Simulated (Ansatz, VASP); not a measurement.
# One calculation of PbO, two programs

INCAR

```
PREC = Accurate ; ENCUT = 520
EDIFF = 1E-8 ; ISMEAR = -1
SIGMA = 0.03 ; LREAL = F
LASPH = T ; NELM = 60
ALGO = Normal ; ISIF = 2
LWAVE = F ; LCHARG = F
GGA = CA ; LEFG = T
NBANDS = 28
```

KPOINTS

```
regular mesh
0
Gamma
  7 7 6
```

File POSCAR:

```
PbO
1.0
    4.0007212969      0.0000000000      0.0000000000
    0.0000000000      4.0007212969      0.0000000000
    0.0000000000      0.0000000000      5.0552592474
Pb O
2 2
Direct
    0.0000000000      0.5000000000      0.2351000000
    0.5000000000      0.0000000000      0.7649000000
    0.0000000000      0.0000000000      0.0000000000
    0.5000000000      0.5000000000      0.0000000000
```

Input for Ansatz:

```yaml
crystal:
  lattice:
    - [4.0007212969, 0.0, 0.0]
    - [0.0, 4.0007212969, 0.0]
    - [0.0, 0.0, 5.0552592474]
  atoms:
    - { symbol: Pb, position: [0.0, 0.5, 0.2351] }
    - { symbol: Pb, position: [0.5, 0.0, 0.7649] }
    - { symbol: O, position: [0.0, 0.0, 0.0] }
    - { symbol: O, position: [0.5, 0.5, 0.0] }
kpoints:
  mp_grid: { grid: [7, 7, 6] }
scf:
  occupations: { method: fermi_dirac, width: 0.03 }
hamiltonian:
  xc: lda
  pseudopotentials: { kind: all_electron, datasets: crystal }
output:
  forces: true
  stress: true
  eigenvalues: true
  efg: { contact_densities: true }
```

Change from the starting cell: volume scaled by 1.02, crystal datasets.

Alike in both runs: task electric field gradients; functional LDA; k mesh 7 × 7 × 6; occupations fermi-dirac, width 0.03 eV; no spin polarisation.

|  | VASP | Ansatz |
| --- | --- | --- |
| version | VASP 6.6.1 | Ansatz 0.2.0 |
| potentials or method | VASP PAW LDA potentials, release 64 (Pb_d, O), cutoff 520 eV | all-electron PAW with datasets made for the crystal, scalar-relativistic |

|  | VASP | Ansatz | Ansatz less VASP |
| --- | --- | --- | --- |
| gap on the k mesh at the Fermi level (eV) | 1.47 | 1.49 | +0.020 |
| pressure (GPa) | -3.2 | -3.4 | -0.17 |
| traceless stress, the component that is largest in VASP (GPa) | 0.51 | 0.50 | -0.008 |
| rms of the force components (eV/Å) | 0.146 | 0.172 | +0.0263 |
| size of Vzz on the site where it differs most (V/Å²) | 218.9 | 204.4 | -14.47 |

LDA's correlation is that of Perdew and Zunger in VASP and of Perdew and Wang (1992) in Ansatz. Atom by atom the forces differ by 0.026 eV/Å (rms over components). Ansatz ran all-electron here, and VASP with PAW potentials.

Spin-orbit coupling is off throughout.
